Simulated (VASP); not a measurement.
The system is PbO.

```xyz
4
Lattice="3.9900 0.0000 0.0000 0.0000 3.9900 0.0000 0.0000 0.0000 5.0100" Properties=species:S:1:pos:R:3 pbc="T T T"
Pb    1.9950    0.0000    3.8076
Pb    0.0000    1.9950    1.2024
O     1.9950    1.9950    0.0000
O     0.0000    0.0000    0.0000
```

Base run:

| Property | Result |
| --- | --- |
| Program | VASP 6.6.1 |
| Functional | PBE |
| Potentials or basis | VASP PAW PBE potentials, release 64 (Pb_d, O) |
| Cutoff | 600 eV |
| k mesh | 4 × 4 × 3 |
| Occupations | fermi-dirac, width 0.05 eV |
| Spin | no spin polarisation |

Its results: band gap on the k mesh 1.16 eV (least direct gap 2.11 eV); pressure 3.0 GPa; largest force 0.024 eV/Å.

Question: The run is repeated on the same cell with these changes: functional from PBE to PBE-based screened hybrid with 50 % exact exchange; cutoff from 600 eV to 520 eV. What comes out?

Answer: Band gap on the k mesh 2.53 eV (least direct gap 4.21 eV); pressure -4.2 GPa; largest force 1.147 eV/Å.

Caveats: spin-orbit coupling is left out, which moves the levels of the heavy elements; an odd mesh through Γ misses points on the zone boundary, where band edges can lie; the cell stands under pressure (at least some runs); the cell stands under tension (at least some runs); the PAW data sets were made with another functional, which shifts forces and pressure a little (at least some runs).
